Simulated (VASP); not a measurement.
Set up this calculation in VASP 6.6.1, as the native input.

- Task: single point
- Functional: PBE
- Potentials or basis: VASP PAW PBE potentials, release 64 (Be, S)
- Cutoff: 520 eV
- k mesh: 4 × 4 × 4
- Occupations: gaussian, width 0.1 eV
- Spin: no spin polarisation
- Dipole correction: no
- Further INCAR settings: ALGO = Normal; EDIFF = 1e-06; NBANDS = 11

The structure of BeS lies in POSCAR:

```
BeS
1.0
    0.0000000000      2.4351516489      2.4351516489
    2.4351516489      0.0000000000      2.4351516489
    2.4351516489      2.4351516489      0.0000000000
Be S
1 1
Direct
    0.0000000000      0.0000000000      0.0000000000
    0.7500000000      0.7500000000      0.7500000000
```

The input as run:

INCAR

```
SYSTEM = BeS
PREC = Accurate ; ENCUT = 520
EDIFF = 1E-6 ; ISMEAR = 0
SIGMA = 0.1 ; LREAL = .False.
LASPH = .True. ; NELM = 100
ALGO = Normal ; ISIF = 2
LWAVE = .False. ; LCHARG = .False.
GGA = PE ; NBANDS = 11
```

KPOINTS

```
regular mesh
0
Gamma
  4 4 4
  0 0 0
```

Potentials or basis: VASP PAW PBE potentials, release 64 (Be, S).

Launch:

```bash
$ cat potpaw_PBE.64/Be/POTCAR potpaw_PBE.64/S/POTCAR > POTCAR
$ mpirun -np 1 vasp_std > vasp.out
```

Results of the run:

| Item | Value |
| --- | --- |
| Pressure | 0.9 GPa |
| Band gap on the k mesh | 3.13 eV, indirect (least direct gap 5.66 eV) |

Caveat: the k points lie up to 0.56 Å⁻¹ apart.

It took 6.2 s on 1 thread of Intel Xeon 8259CL, with other jobs on the host, peak memory 0.14 GiB.
